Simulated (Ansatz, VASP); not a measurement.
# Two plane-wave programs on SnW6

```xyz
7
Lattice="6.0201 3.4757 0.9350 -6.0201 3.4757 0.9350 0.0000 -6.9514 0.9350" Properties=species:S:1:pos:R:3 pbc="T T T"
Sn    0.0000    0.0000    0.0000
W    -1.7599    2.0189    0.9406
W     1.7599   -2.0189    1.8645
W     2.6284    0.5147    0.9406
W    -2.6284   -0.5147    1.8645
W    -0.8685   -2.5336    0.9406
W     0.8685    2.5336    1.8645
```

Alike in both runs: functional PBE; k mesh 6 × 6 × 6; occupations gaussian, width 0.2 eV; no spin polarisation.

Ansatz relaxed the structure, and its values are those at the end. VASP's run is a single point on that final structure, the one shown.

|  | VASP | Ansatz |
| --- | --- | --- |
| version | VASP 6.6.1 | Ansatz 0.2.0 |
| potentials or method | VASP PAW PBE potentials, release 64 (Sn_d, W_sv), cutoff 520 eV | scalar-relativistic, plane waves, PAW |
| valence electrons in the cell | 98 | 98 |

```csv
,VASP,Ansatz,Ansatz less VASP
gap on the k mesh at the Fermi level (eV),none,none,-
pressure (GPa),0.0,-0.3,-0.35
rms of the force components (eV/Å),0.027,0.023,-0.0043
```

A gap of «none» marks a metal or a gap that the smearing closes.

The k mesh is coarse, so the values compare programs but aren't converged. Spin-orbit coupling is off throughout.
